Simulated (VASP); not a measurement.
A run of VASP 6.6.1:

POSCAR

```
Zn
1.0
    0.0000000000      1.9278537100      1.9278537100
    1.9278537100      0.0000000000      1.9278537100
    1.9278537100      1.9278537100      0.0000000000
Zn
1
Direct
    0.0000000000      0.0000000000      0.0000000000
```

File INCAR.step1:

```
SYSTEM = Zn
ALGO = Normal ; EDIFF = 1E-5
ENCUT = 400 ; GGA = PE
GGA_COMPAT = .False. ; ISIF = 2
ISMEAR = -1 ; LASPH = .True.
LREAL = .False. ; LWAVE = .True.
NBANDS = 12 ; NELM = 120
PREC = Accurate ; SIGMA = 0.05
```

The input INCAR.step2:

```
SYSTEM = Zn
AEXX = 0.25 ; ALGO = Normal
EDIFF = 1E-6 ; ENCUT = 400
GGA = PS ; GGA_COMPAT = .False.
ISIF = 2 ; ISMEAR = -1
ISTART = 1 ; LASPH = .True.
LCHARG = .True. ; LELF = .True.
LHFCALC = .True. ; LREAL = .False.
LVHAR = .True. ; LWAVE = .False.
NBANDS = 12 ; NELM = 120
PREC = Accurate ; PRECFOCK = Normal
SIGMA = 0.05
```

Contents of KPOINTS:

```
k-points
0
Gamma
  6 6 6
  0 0 0
```

Potentials or basis: VASP PAW PBE potentials, release 64 (Zn).

Launch:

```bash
$ cat potpaw_PBE.64/Zn/POTCAR > POTCAR
$ cp INCAR.step1 INCAR
$ mpirun -np 1 vasp_std > vasp.out
$ cp INCAR.step2 INCAR
$ mpirun -np 1 vasp_std > vasp.out
```

Hardware: 1 thread of Intel(R) Xeon(R) Platinum 8259CL CPU @ 2.50GHz (Skylake/Cascade Lake), on a shared host.

Task: Estimate the wall time of this run.

Result: Run time: 4.3 min on 1 thread of Intel(R) Xeon(R) Platinum 8259CL CPU @ 2.50GHz (Skylake/Cascade Lake), with other jobs on the host, peak memory 0.12 GiB. Counts: k points 16.
